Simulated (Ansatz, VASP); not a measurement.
## MnS in VASP and in Ansatz

```
CELL_PARAMETERS angstrom
0.00000 2.58702 2.58702
2.58702 0.00000 2.58702
2.58702 2.58702 0.00000
ATOMIC_POSITIONS crystal
Mn 0.00000 0.00000 0.00000
S 0.50000 0.50000 0.50000
```

Alike in both runs: task single point; functional PBE; dispersion D3(BJ); k mesh 9 × 9 × 9; occupations fermi-dirac, width 0.05 eV; collinear spin.

|  | VASP | Ansatz |
| --- | --- | --- |
| version | VASP 6.6.1 | Ansatz 0.2.0 |
| potentials or method | VASP PAW PBE potentials, release 64 (Mn_pv, S) | Ansatz PAW |
| plane-wave cutoff (eV) | 520 | 420 |
| valence electrons in the cell | 19 | 21 |

```csv
,VASP,Ansatz,Ansatz less VASP
gap on the k mesh at the Fermi level (eV),none,none,-
pressure (GPa),-5.7,-5.8,-0.01
net moment per atom (μB),2.33,2.33,-0.001
size of the moment on the site where the two differ most (μB),4.22,4.17,-0.058
```

Site moments also hang on the region over which each program counts them. A gap of «none» marks a metal or a gap that the smearing closes. VASP's potentials hold 19 valence electrons a cell and Ansatz's 21, so a difference there can come from the potentials and not from the codes.
